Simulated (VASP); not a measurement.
Crystal: LiSnF3.

```
Li Sn F
1.0
     2.90895    1.67948    2.49869
    -2.90895    1.67948    2.49869
     0.00000   -3.35897    2.49869
Li Sn F
1 1 3
Cartesian
  0.0000 0.0000 7.3290
  0.0000 0.0000 3.0136
  -1.3758 0.7943 1.5618
  0.0000 -1.5887 1.5618
  1.3758 0.7943 1.5618
```

Base run:

- Program: VASP 6.6.1
- Functional: PBEsol
- Potentials or basis: VASP PAW PBE potentials, release 64 (Li_sv, Sn_d, F)
- Cutoff: 520 eV
- k mesh: 6 × 6 × 6
- Occupations: gaussian, width 0.02 eV
- Spin: no spin polarisation

Its results: band gap on the k mesh 3.79 eV (least direct gap 4.05 eV); largest force 0.253 eV/Å.

Task: The run is repeated on the same cell with these changes: functional from PBEsol to PBE. What comes out?

Result: Band gap on the k mesh 3.90 eV (least direct gap 4.15 eV); largest force 0.124 eV/Å.

Caveats: spin-orbit coupling is left out, which moves the levels of the heavy elements; the PAW data sets were made with another functional, which shifts forces and pressure a little (at least some runs).

A k mesh can miss the band edges.
